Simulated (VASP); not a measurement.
**Tl: single point with r2SCAN**

Crystal: Tl.

```
CELL_PARAMETERS angstrom
3.35353 0.00000 0.00000
-1.67676 2.90424 0.00000
0.00000 0.00000 3.13345
ATOMIC_POSITIONS crystal
Tl 0.00000 0.00000 0.00000
```

```yaml
Program: VASP 6.6.1
Task: single point
Functional: r2SCAN
Potentials_or_basis: VASP PAW PBE potentials, release 64 (Tl_d)
Cutoff: 520 eV
k_mesh: 6 × 6 × 6
Occupations: gaussian, width 0.1 eV
Spin: no spin polarisation
Dipole_correction: no
Further_INCAR_settings: ALGO = Normal; EDIFF = 1e-06; NBANDS = 12
```

```yaml
Pressure: 0.7 GPa
```

Stress tensor (GPa, compression positive):
```
0.00 0.00 0.00
0.00 0.00 0.00
0.00 0.00 2.16
```

Levels at points of the mesh, in eV from the Fermi level:
| k point | band 4 | band 5 | band 6 | band 7 | band 8 | band 9 | band 10 | band 11 |
| --- | --- | --- | --- | --- | --- | --- | --- | --- |
| (0.00, 0.00, 0.00) | -11.81 | -11.81 | -10.35 | 7.16 | 8.93 | 8.93 | 11.28 | 11.48 |
| (0.50, 0.00, 0.00) | -11.87 | -11.79 | -6.09 | -3.01 | 5.01 | 9.37 | 11.13 | 12.85 |
| (0.00, 0.00, 0.50) | -12.16 | -12.16 | -6.77 | -3.31 | 12.46 | 12.46 | 13.61 | 13.70 |
| (0.50, 0.00, 0.50) | -11.76 | -11.52 | -2.89 | -0.38 | 0.04 | 5.43 | 7.92 | 10.95 |

It took 21 s on 1 thread of AMD EPYC 9R45 (Zen 5) (shared host), peak memory 0.12 GiB.

Caveat: the k points lie up to 0.36 Å⁻¹ apart; the PAW data sets were made with another functional, which shifts forces and pressure a little; spin-orbit coupling is left out, which moves the levels of the heavy elements.
